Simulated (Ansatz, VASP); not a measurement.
## BN in VASP and in Ansatz

```
B N
1.0
     2.41600    0.00000    0.00000
    -1.20800    2.09232    0.00000
     0.00000    0.00000   26.00000
B N
1 1
Direct
  0.00000 0.00000 0.51098
  0.66667 0.33333 0.48902
```

Alike in both runs: task single point; functional PBE; dispersion D3(BJ); k mesh 12 × 12 × 1; occupations gaussian, width 0.02 eV; no spin polarisation.

|  | VASP | Ansatz |
| --- | --- | --- |
| version | VASP 6.6.1 | Ansatz 0.2.0 |
| potentials or method | VASP PAW PBE potentials, release 64 (B, N), cutoff 520 eV | scalar-relativistic, plane waves, PAW |
| valence electrons in the cell | 8 | 8 |

```tsv
	VASP	Ansatz	Ansatz less VASP
gap on the k mesh at the Fermi level (eV)	0.76	0.75	-0.006
least direct gap on the mesh (eV)	0.76	0.75	-0.006
rms of the force components (eV/Å)	4.768	4.779	+0.0109
```

Atom by atom the forces differ by 0.011 eV/Å (rms over components).
